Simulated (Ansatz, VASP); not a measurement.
**TaN: VASP beside Ansatz**

```
Ta N
1.0
     2.93800   -0.04407   -0.04407
    -1.50717    2.56642   -0.01613
    -0.04324   -0.04324    2.88300
Ta N
1 1
Cartesian
  -0.0471 1.6746 1.4161
  0.0000 0.0000 0.0000
```

Change from the starting cell: equal xy, yz and zx shear strains of -3 %, crystal datasets.

Alike in both runs: task electric field gradients; functional PBE; k mesh 12 × 12 × 10; occupations fermi-dirac, width 0.02 eV; no spin polarisation.

|  | VASP | Ansatz |
| --- | --- | --- |
| version | VASP 6.6.1 | Ansatz 0.2.0 |
| potentials or method | VASP PAW PBE potentials, release 64 (Ta_pv, N), cutoff 520 eV | all-electron PAW with datasets made for the crystal, scalar-relativistic |

|  | VASP | Ansatz | Ansatz less VASP |
| --- | --- | --- | --- |
| pressure (GPa) | 6.4 | 5.8 | -0.57 |
| traceless stress, the component that is largest in VASP (GPa) | 7.77 | 7.67 | -0.099 |
| rms of the force components (eV/Å) | 0.069 | 0.065 | -0.0031 |
| size of Vzz on the site where it differs most (V/Å²) | 114.7 | 124.4 | +9.62 |

Atom by atom the forces differ by 0.003 eV/Å (rms over components). Ansatz ran all-electron here, and VASP with PAW potentials.

Neither program's run includes spin-orbit coupling.
